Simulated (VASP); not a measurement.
Input of a VASP 6.6.1 run:

The input INCAR:

```
PREC     = Accurate       # precision mode
ENCUT    = 520            # plane-wave cutoff, eV
EDIFF    = 1E-7           # SCF threshold, eV
ISMEAR   = 0              # smearing method
SIGMA    = 0.05           # smearing width, eV
LREAL    = F              # projectors in reciprocal space
LASPH    = T              # aspherical terms in the spheres
NELM     = 60             # most SCF steps
ALGO     = Normal         # electronic algorithm
ISIF     = 2              # what is computed and relaxed
LWAVE    = F              # write WAVECAR
LCHARG   = F              # write CHGCAR
GGA      = PS             # functional
NBANDS   = 16             # bands
```

File KPOINTS:

```
Automatic mesh
0
Gamma
  10 10 10
```

The input POSCAR:

```
HgSb
1.0
    0.0000000000      3.1800241765      3.1800241765
    3.1800241765      0.0000000000      3.1800241765
    3.1800241765      3.1800241765      0.0000000000
Hg Sb
1 1
Direct
    0.0000000000      0.0000000000      0.0000000000
    0.2500000000      0.2500000000      0.2500000000
```

Potentials or basis: VASP PAW PBE potentials, release 64 (Hg, Sb).

Run with:

```bash
$ cat potpaw_PBE.64/Hg/POTCAR potpaw_PBE.64/Sb/POTCAR > POTCAR
$ mpirun -np 1 vasp_std > vasp.out
```

Predict the band gap on the k mesh.

zero (an odd number of electrons rules out a gap without spin polarisation).

Estimate the pressure.

1.0 GPa.

Caveat: the PAW data sets were made with another functional, which shifts forces and pressure a little; spin-orbit coupling is left out, which moves the levels of the heavy elements.
